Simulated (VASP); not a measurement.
# LiGaSi2O6 (P1) in VASP: notebook

LiGaSi2O6 is run at these levels: LDA; tasks: single point.

Everything below comes from runs of VASP 6.6.1. Logs are shortened: lines on timing, memory, paths and dates and some standing lists are left out, and cuts for length are marked.

## (1) The cell of the first run

The typed cell holds 40 atoms: a = 6.993 Å, b = 6.993 Å, c = 9.312 Å, α = 65.65°, β = 65.65°, γ = 73.28°.

## (2) Single point, LDA

The input, INCAR:

```
SYSTEM = LiGaSi2O6
PREC = Accurate ; ENCUT = 520
EDIFF = 1E-7 ; ISMEAR = -1
SIGMA = 0.05 ; LREAL = Auto
LASPH = .TRUE. ; NELM = 100
ALGO = Normal ; ISIF = 2
LWAVE = .FALSE. ; LCHARG = .FALSE.
GGA = CA ; NBANDS = 146
```

The input, KPOINTS:

```
regular mesh
0
G
  2 2 1
  0 0 0
```

The input, POSCAR:

```
LiGaSi2O6
1.0
    2.8829148549      4.1731239311      4.8141502045
    2.8829148549     -4.1731239311      4.8141502045
    9.3119809459      0.0000000000      0.0000000000
Li Ga Si O
4 4 8 24
Direct
    0.9312824537      0.2474302492      0.4357903718
    0.5700804664      0.1499635399      0.0733865804
    0.3941915145      0.8611079139      0.8383907437
    0.0549727566      0.6457531985      0.6153542161
    0.5086319950      0.7024436367      0.3665677680
    0.9633248915      0.7819260132      0.1178900867
    0.0584884565      0.2039670021      0.8427061122
    0.4646480740      0.2962131049      0.5879524493
    0.2088100168      0.0703046645      0.1617202771
    0.2104673733      0.0136843366      0.5557667843
    0.2814074602      0.4427494215      0.3050819568
    0.2570064336      0.5093593513      0.8848313525
    0.6967361279      0.5728960482      0.6566227503
    0.7156615758      0.5343825118      0.0520758508
    0.7660855752      0.9851061495      0.8018877408
    0.7454570830      1.0167646259      0.3908904968
    0.1613246453      0.9956396710      0.0260814952
    0.2838569838      0.0889190875      0.6677009288
    0.3100875173      0.4886827405      0.4515272725
    0.2319874053      0.4007099287      0.7594396400
    0.4036828535      0.9256898765      0.2140287465
    0.3594354153      0.7916296252      0.5333749634
    0.0943704242      0.5939961325      0.2520299216
    0.0949051021      0.7049037606      0.9419820766
   -0.0104758939      0.0712135085      0.3240769763
    0.2968790226      0.1826240884      0.3607968463
    0.4615080390      0.4998246581      0.1350260159
    0.2663156639      0.3030267711      0.0638998555
    0.6530354883      0.4736015649      0.5368569086
    0.7373823804      0.6062815531      0.1906609664
    0.8066254852      0.0490395491      0.9302199620
    0.7443705526      0.8995540580      0.2769878219
    0.8864640393      0.3942188930      0.7047587606
    0.8448850553      0.3406824400     -0.0029628651
    0.5642670629      0.1324083331      0.7619156647
    0.6190278167      0.2327943795      0.4127982176
    0.4678618702      0.6143228932      0.8157827549
    0.7574476273      0.7290037081      0.8738406373
    0.9811950735      0.9914272163      0.6248292314
    0.7254870131      0.8176721498      0.5623189691
```

Potentials or basis: VASP PAW LDA potentials, release 64 (Li_sv, Ga_d, Si, O).

On the command line:

```bash
> cat potpaw_LDA.64/Li_sv/POTCAR potpaw_LDA.64/Ga_d/POTCAR potpaw_LDA.64/Si/POTCAR potpaw_LDA.64/O/POTCAR > POTCAR
> mpirun -np 1 vasp_std > vasp.out
```

OUTCAR:

```text
SYSTEM = LiGaSi2O6
   PREC = Accurate
   ENCUT = 520
   EDIFF = 1E-7
   ISMEAR = -1
   LREAL = Auto
   LASPH = .TRUE.
   NELM = 100
   ISIF = 2
   GGA = CA

 ion  position               nearest neighbor table
   1  0.931  0.247  0.436-  25 1.78  39 1.99  29 2.26  10 2.49  16 2.58  11 2.73
   2  0.570  0.150  0.073-  31 1.82  21 1.91  28 2.11   9 2.47  15 2.87
   3  0.394  0.861  0.838-  37 1.73  18 1.97  17 2.17  35 2.24  12 2.70  15 2.82
   4  0.055  0.646  0.615-  33 2.09  20 2.13  19 2.17  13 2.54  10 2.84
   5  0.509  0.702  0.367-  22 1.73  21 1.83  30 1.96  19 2.03  29 2.10  32 2.13   8 2.75
   6  0.963  0.782  0.118-  24 1.74  23 1.74  32 1.90  30 2.00  17 2.01  31 2.34
   7  0.058  0.204  0.843-  20 1.81  34 1.94  33 1.95  17 1.98  18 2.01  31 2.03   8 2.89
   8  0.465  0.296  0.588-  36 1.70  35 1.83  29 1.85  19 1.87  18 1.91  20 1.97   5 2.75   7 2.89
                            16 2.97
   9  0.209  0.070  0.162-  21 1.57  28 1.58  25 1.65  17 1.72   2 2.47  16 3.09  12 3.09
  10  0.210  0.014  0.556-  39 1.49  18 1.64  22 1.64  26 1.67   1 2.49   4 2.84  11 2.97  15 3.01

  11  0.281  0.443  0.305-  27 1.54  23 1.54  19 1.62  26 1.66   1 2.73  10 2.97  14 3.03
  12  0.257  0.509  0.885-  37 1.61  24 1.63  28 1.71  20 1.72   3 2.70  13 2.96   9 3.09
  13  0.697  0.573  0.657-  40 1.60  33 1.61  29 1.69  37 1.72   4 2.54  12 2.96  16 3.07
  14  0.716  0.534  0.052-  34 1.55  38 1.63  30 1.64  27 1.67  11 3.03  15 3.07
  15  0.766  0.985  0.802-  35 1.57  31 1.58  38 1.64  39 1.71   3 2.82   2 2.87  10 3.01  14 3.07
[... 10 lines left out ...]
  24  0.095  0.705  0.942-  12 1.63   6 1.74
  25  0.990  0.071  0.324-   9 1.65  16 1.66   1 1.78
  26  0.297  0.183  0.361-  11 1.66  10 1.67
  27  0.462  0.500  0.135-  11 1.54  14 1.67
  28  0.266  0.303  0.064-   9 1.58  12 1.71   2 2.11
  29  0.653  0.474  0.537-  13 1.69   8 1.85   5 2.10   1 2.26
  30  0.737  0.606  0.191-  14 1.64   5 1.96   6 2.00
  31  0.807  0.049  0.930-  15 1.58   2 1.82   7 2.03   6 2.34
  32  0.744  0.900  0.277-  16 1.59   6 1.90   5 2.13
  33  0.886  0.394  0.705-  13 1.61   7 1.95   4 2.09
  34  0.845  0.341  0.997-  14 1.55   7 1.94
  35  0.564  0.132  0.762-  15 1.57   8 1.83   3 2.24
  36  0.619  0.233  0.413-  16 1.56   8 1.70
  37  0.468  0.614  0.816-  12 1.61  13 1.72   3 1.73
  38  0.757  0.729  0.874-  14 1.63  15 1.64
  39  0.981  0.991  0.625-  10 1.49  15 1.71   1 1.99
  40  0.725  0.818  0.562-  13 1.60  16 1.61

  LATTYP: Found a base centered monoclinic cell.
 ALAT       =    11.2226984727
 B/A-ratio  =     0.7436934960
 C/A-ratio  =     0.8297452675
 COS(beta)  =    -0.5137650026

  Lattice vectors:

 A1 = (  -2.8829148549,  -4.1731239311,  -4.8141502045)
 A2 = (  -2.8829148549,   4.1731239311,  -4.8141502045)
 A3 = (   9.3119809459,   0.0000000000,   0.0000000000)

Analysis of symmetry for initial positions (statically):
=====================================================================
 Subroutine PRICEL returns:
 Original cell was already a primitive cell.

 Routine SETGRP: Setting up the symmetry group for a
 base centered monoclinic supercell.

 Subroutine GETGRP returns: Found  1 space group operations
 (whereof  1 operations were pure point group operations)
 out of a pool of  4 trial point group operations.

The static configuration has the point symmetry C_1 .

Analysis of symmetry for dynamics (positions and initial velocities):
=====================================================================
 Subroutine PRICEL returns:
 Original cell was already a primitive cell.

 Routine SETGRP: Setting up the symmetry group for a
 base centered monoclinic supercell.

 Subroutine GETGRP returns: Found  1 space group operations
 (whereof  1 operations were pure point group operations)
 out of a pool of  4 trial point group operations.

The dynamic configuration has the point symmetry C_1 .

 Subroutine INISYM returns: Found  1 space group operations
 (whereof  1 operations are pure point group operations),
 and found     1 'primitive' translations

----------------------------------------------------------------------------------------

                                     Primitive cell

  volume of cell :     374.1562

  direct lattice vectors                    reciprocal lattice vectors
     2.882914855  4.173123931  4.814150204     0.000000000  0.119814319  0.103860490
     2.882914855 -4.173123931  4.814150204     0.000000000 -0.119814319  0.103860490
     9.311980946  0.000000000  0.000000000     0.107388536  0.000000000 -0.064308755

  length of vectors
     6.993011054  6.993011054  9.311980946     0.158563780  0.158563780  0.125171537

  position of ions in fractional coordinates (direct lattice)
     0.931282454  0.247430249  0.435790372
     0.570080466  0.149963540  0.073386580
     0.394191515  0.861107914  0.838390744
     0.054972757  0.645753199  0.615354216
     0.508631995  0.702443637  0.366567768
     0.963324892  0.781926013  0.117890087
[... 32 lines left out ...]
     0.981195073  0.991427216  0.624829231
     0.725487013  0.817672150  0.562318969

  ion indices of the primitive-cell ions
   primitive index   ion index
                 1           1
                 2           2
                 3           3
                 4           4
                 5           5
                 6           6
[... 32 lines left out ...]
                39          39
                40          40

----------------------------------------------------------------------------------------

 KPOINTS: regular mesh

Automatic generation of k-mesh.
 Grid dimensions read from file:
 generate k-points for:    2    2    1

 Generating k-lattice:

  Cartesian coordinates                     Fractional coordinates (reciprocal lattice)
     0.000000000  0.059907159  0.051930245     0.500000000 -0.000000000  0.000000000
     0.000000000 -0.059907159  0.051930245    -0.000000000  0.500000000  0.000000000
     0.107388536  0.000000000 -0.064308755     0.000000000  0.000000000  1.000000000

  Length of vectors
     0.079281890  0.079281890  0.125171537

  Shift w.r.t. Gamma in fractional coordinates (k-lattice)
     0.000000000  0.000000000  0.000000000

 Subroutine IBZKPT returns following result:
 ===========================================

 Found      4 irreducible k-points:

 Following reciprocal coordinates:
            Coordinates               Weight
  0.000000  0.000000  0.000000      1.000000
  0.500000  0.000000  0.000000      1.000000
  0.000000  0.500000  0.000000      1.000000
  0.500000  0.500000  0.000000      1.000000
   k-points           NKPTS =      4   k-points in BZ     NKDIM =      4   number of bands    NBANDS=    146
   number of dos      NEDOS =    301   number of ions     NIONS =     40
   total plane-waves  NPLWV = 204120
   dimension x,y,z NGX =    54 NGY =   54 NGZ =   70
   dimension x,y,z NGXF=   108 NGYF=  108 NGZF=  140
   ions per type =               4   4   8  24
   NGX,Y,Z   is equivalent  to a cutoff of  12.84, 12.84, 12.50 a.u.
   NGXF,Y,Z  is equivalent  to a cutoff of  25.68, 25.68, 24.99 a.u.
 SYSTEM =  LiGaSi2O6
   PREC   = accura    normal or accurate (medium, high low for compatibility)
   ISTART =      0    job   : 0-new  1-cont  2-samecut
   ICHARG =      2    charge: 1-file 2-atom 10-const
   ISPIN  =      1    spin polarized calculation?
   LNONCOLLINEAR =      F non collinear calculations
   LSORBIT =      F    spin-orbit coupling
   LASPH  =      T    aspherical Exc in radial PAW
   ENCUT  =  520.0 eV  38.22 Ry    6.18 a.u.  13.00 13.00 17.31*2*pi/ulx,y,z
   NELM   =    100;   NELMIN=  2; NELMDL= -5     # of ELM steps
   EDIFF  = 0.1E-06   stopping-criterion for ELM
   LREAL  =      T    real-space projection
   EDIFFG = 0.1E-05   stopping-criterion for IOM
   NSW    =      0    number of steps for IOM
   IBRION =     -1    ionic relax: 0-MD 1-quasi-New 2-CG
   NFREE  =      0    steps in history (QN), initial steepest desc. (CG)
   ISIF   =      2    stress and relaxation
   ISYM   =      2    0-nonsym 1-usesym 2-fastsym
   POTIM  = 0.5000    time-step for ionic-motion
   TEBEG  =    0.0;   TEEND  =   0.0 temperature during run
   PSTRESS=    0.0 pullay stress
   NELECT =     240.0000    total number of electrons
   NUPDOWN=      -1.0000    fix difference up-down
   EMIN   =  10.00;   EMAX   =-10.00  energy-range for DOS
   EFERMI =   0.00;   METHOD = LEGACY
   ISMEAR =    -1;   SIGMA  =   0.05  broadening in eV -4-tet -1-fermi 0-gaus
   EFERMI_NEDOS =   21; number of points for ismear=-14 and -15
   IALGO  =     38    algorithm
   IMIX   =      4    mixing-type and parameters
     AMIX     =   0.40;   BMIX     =  1.00
     AMIX_MAG =   1.60;   BMIX_MAG =  1.00
  volume/ion in A,a.u.               =       9.35        63.12
  Fermi-wavevector in a.u.,A,eV,Ry     =   1.411868  2.668045 27.121481  1.993373
  Thomas-Fermi vector in A             =   2.533676
   LORBIT       =      0    0 simple, 1 ext, 2 COOP (PROOUT), +10 PAW based schemes
   GGA     = CA    functional components
   LHFCALC =     F    Hartree Fock is set to
   AEXX    =    0.0000 exact exchange contribution
   IVDW    =     0    specifies the selected vdW correction
   LEPSILON=     F    determine dielectric tensor
   LRPA    =     F    only Hartree local field effects (RPA)
 non-spin polarized calculation
  energy-cutoff  :      520.00
  volume of cell :      374.16
 maximum number of plane-waves:     10088
 NGX is ok and might be reduce to    54
   NGX = 25   NGY = 25   NGZ = 35

 number of electron     239.9999994 magnetization

 Free energy of the ion-electron system (eV)
  ---------------------------------------------------
  ext. energy  EPLUGINS =         0.00000000
  ---------------------------------------------------
  free energy    TOTEN  =      -302.64386884 eV

  energy without entropy =     -302.64386884  energy(sigma->0) =     -302.64386884

 E-fermi :   5.5723     XC(G=0): -11.5842

 val. band max:        4.3103164863   @ k =   0.5000   0.0000   0.0000
 cond. band min:       8.5507169467   @ k =   0.0000   0.0000   0.0000
 fundamental gap:      4.2404004604
 Fermi energy:         5.5723441518

 k-point     1 :       0.0000    0.0000    0.0000
  band No.  band energies     occupation
      1     -38.6744      2.00000
      2     -38.6310      2.00000
      3     -37.7799      2.00000
      4     -37.4895      2.00000
      5     -16.3945      2.00000
      6     -15.6741      2.00000
[... 529 lines left out ...]
    131      12.2912      0.00000
    132      12.5863      0.00000
 [bands above 132 left out]

------------------------ aborting loop because EDIFF is reached ----------------------------------------

  FORCE on cell =-STRESS in cart. coord.  units (eV):
  Direction    XX          YY          ZZ          XY          YZ          ZX
  --------------------------------------------------------------------------------------
  -------------------------------------------------------------------------------------
  Total       27.4206569     24.0323652     34.4463682      3.1478446      7.1458464     -1.2433631
  in kB      117.4182071    102.9091770    147.5030595     13.4794098     30.5992840     -5.3242149
  external PRESSURE =     122.6101479 kB  Pullay stress =       0.0000000 kB

 VOLUME and BASIS-vectors are now :
 -----------------------------------------------------------------------------
  energy-cutoff  :      520.00
  volume of cell :      374.16
      direct lattice vectors                 reciprocal lattice vectors
     2.882914855  4.173123931  4.814150204     0.000000000  0.119814319  0.103860490
     2.882914855 -4.173123931  4.814150204     0.000000000 -0.119814319  0.103860490
     9.311980946  0.000000000  0.000000000     0.107388536  0.000000000 -0.064308755

 POSITION                                       TOTAL-FORCE (eV/Angst)
 -----------------------------------------------------------------------------------
      7.45620      2.85380      5.67450        -0.034873     -1.605994      0.441380
      2.75920      1.75320      3.46640         0.743608      0.098136      0.678028
     11.42600     -1.94850      6.04320         0.823209     -0.857286      0.457992
      7.75030     -2.46540      3.37340         0.026824      0.682339      0.135075
      6.90490     -0.80880      5.83030        -2.110514      2.222097      1.514796
      6.12920      0.75700      8.40190         0.677097     -2.503608     -0.606953
[... 32 lines left out ...]
     11.50530     -0.04270      9.49650         0.311120     -4.037231     -4.300337
      9.68510     -0.38470      7.42900         1.407681      0.639929      0.617682
 -----------------------------------------------------------------------------------
    total drift:                               -0.000178      0.007984      0.007865

  FREE ENERGIE OF THE ION-ELECTRON SYSTEM (eV)
  ---------------------------------------------------
  free  energy   TOTEN  =      -302.6438688402 eV

  energy  without entropy=     -302.6438688401  energy(sigma->0) =     -302.64386884
```

Run time: 18 min. Hardware: 1 thread of Intel Xeon 8259CL, shared host; peak memory 0.46 GiB.

Results:

```yaml
Free_energy: -302.6439 eV
Largest_force: 8.229 eV/Å
Band_gap_on_the_k_mesh: 4.24 eV (least direct gap 4.28 eV)
```

Forces on the atoms (eV/Å):
```
Li  -0.035 -1.606  0.441
Li   0.744  0.098  0.678
Li   0.823 -0.857  0.458
Li   0.027  0.682  0.135
Ga  -2.111  2.222  1.515
Ga   0.677 -2.504 -0.607
Ga   0.737 -1.904 -2.629
Ga   2.973 -1.095 -0.882
Si  -1.787 -0.052 -2.615
Si  -0.367  6.009  5.609
Si   0.524  0.379 -0.190
Si   1.071 -0.047 -2.066
Si  -0.919  0.579 -2.689
Si   0.817 -1.460 -0.895
Si  -0.162  1.087 -0.586
Si  -0.942  1.928  0.794
O    0.713 -0.256  0.138
O    0.314 -0.674 -2.265
O   -0.189 -2.113  0.975
O    2.982 -1.695  2.514
O   -1.513  0.095 -0.182
O    2.860 -3.611 -1.039
O    1.991 -0.176 -2.264
O   -3.655  2.311  0.268
O   -1.028  0.924  0.232
O    1.445 -2.130 -1.394
O   -1.415  2.331  3.715
O   -1.795 -1.099  1.952
O    0.672 -1.255  2.290
O   -0.141 -0.003  0.198
O    0.850  1.789  0.574
O   -1.061 -0.911 -0.089
O   -0.971 -1.332  1.726
O    1.245  1.451 -0.353
O    0.418  1.403 -1.162
O   -2.849  3.018  0.437
O   -1.972  3.354  0.481
O   -0.691 -1.482  0.457
O    0.311 -4.037 -4.300
O    1.408  0.640  0.618
```

Levels at points of the mesh, in eV from the valence-band top:
```tsv
k point	band 118	band 119	band 120	band 121	band 122	band 123
(0.00, 0.00, 0.00)	-0.46	-0.25	-0.04	4.24	6.34	6.49
(0.50, 0.00, 0.00)	-0.40	-0.19	0.00	5.37	5.86	6.36
(0.00, 0.50, 0.00)	-0.41	-0.24	-0.01	5.49	5.65	6.30
(0.50, 0.50, 0.00)	-0.43	-0.22	-0.02	5.77	5.99	6.08
```

Caveat: the k points lie up to 0.72 Å⁻¹ apart; the cutoff is under 1.25 times the usual one of these potentials, so pressure, stress and relaxed cells hold a basis-set (Pulay) error; the atoms stand as in a frame of molecular dynamics; forces of over 1 eV/Å act on the atoms, so gaps and moduli don't describe the material at rest. A k mesh can miss the band edges.

(Continued in part 2 of 2.)
